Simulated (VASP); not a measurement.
Input of a VASP 6.6.1 run:

Contents of INCAR:

```
PREC = Accurate ; ENCUT = 520
EDIFF = 1E-6 ; ISMEAR = 0
SIGMA = 0.15 ; LREAL = False
LASPH = True ; NELM = 60
ALGO = Fast ; ISIF = 2
LWAVE = False ; LCHARG = False
NBANDS = 13
```

File KPOINTS:

```
Automatic mesh
0
Gamma
  18 18 18
```

The input POSCAR:

```
Pb
1.0
   -2.0291510559      2.0291510559      1.8806765884
    2.0291510559     -2.0291510559      1.8806765884
    2.0291510559      2.0291510559     -1.8806765884
Pb
1
Direct
    0.0000000000      0.0000000000      0.0000000000
```

Potentials or basis: VASP PAW LDA potentials, release 64 (Pb_d).

Command:

```console
$ cat potpaw_LDA.64/Pb_d/POTCAR > POTCAR
$ mpirun -np 1 vasp_std > vasp.out
```

Problem. What does it give for the pressure?

Solution. -2.9 GPa.

Problem. Predict the band gap on the k mesh.

Solution. Zero (band 7 reaches 13.89 eV, above the bottom of band 8 at 4.84 eV).

Stress tensor (GPa, compression positive):
```
-2.53  0.00  0.00
 0.00 -2.53  0.00
 0.00  0.00 -3.76
```

Caveat: the cell differs from its parent crystal (strain +0.025 along x and y, -0.050 along z); spin-orbit coupling is left out, which moves the levels of the heavy elements.
